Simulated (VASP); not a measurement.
Set up this calculation in VASP 6.6.1, as the native input.

* Task: single point
* Functional: PBE
* Potentials or basis: VASP PAW PBE potentials, release 64 (Co, Si)
* Cutoff: 520 eV
* k mesh: 9 × 9 × 7
* Occupations: fermi-dirac, width 0.1 eV
* Spin: no spin polarisation
* Dipole correction: no
* Further INCAR settings: ALGO = Normal; EDIFF = 1e-06; NBANDS = 16

The structure of CoSi2 (AlB2 type) lies in POSCAR:

```
CoSi2
1.0
    4.1619161731      0.0000000000      0.0000000000
   -2.0809580866      3.6043251343      0.0000000000
    0.0000000000      0.0000000000      2.5040334719
Co Si
1 2
Direct
    0.0000000000      0.0000000000      0.0000000000
    0.3333333333      0.6666666667      0.5000000000
    0.6666666667      0.3333333333      0.5000000000
```

One way to write it, as run:

INCAR

```
ALGO     = Normal         # electronic algorithm
EDIFF    = 1E-6           # SCF threshold, eV
ENCUT    = 520            # plane-wave cutoff, eV
GGA      = PE             # functional
ISIF     = 2              # what is computed and relaxed
ISMEAR   = -1             # smearing method
LASPH    = True           # aspherical terms in the spheres
LCHARG   = False          # write CHGCAR
LREAL    = False          # projectors in reciprocal space
LWAVE    = False          # write WAVECAR
NBANDS   = 16             # bands
NELM     = 100            # most SCF steps
PREC     = Accurate       # precision mode
SIGMA    = 0.1            # smearing width, eV
```

KPOINTS

```
k-points
0
Gamma
  9 9 7
```

Potentials or basis: VASP PAW PBE potentials, release 64 (Co, Si).

The run is started by

```bash
$ cat potpaw_PBE.64/Co/POTCAR potpaw_PBE.64/Si/POTCAR > POTCAR
$ mpirun -np 1 vasp_std > vasp.out
```

Results of the run:

```json
{
 "Pressure": "0.0 GPa",
 "Band gap on the k mesh": "zero (an odd number of electrons rules out a gap without spin polarisation)"
}
```

Caveat: an odd number of electrons without spin polarisation forces a metal; a magnetic or distorted state may lie lower.

It took 22 s on 1 thread of Intel(R) Xeon(R) Platinum 8259CL CPU @ 2.50GHz (Skylake/Cascade Lake), on a shared host, peak memory 0.16 GiB.
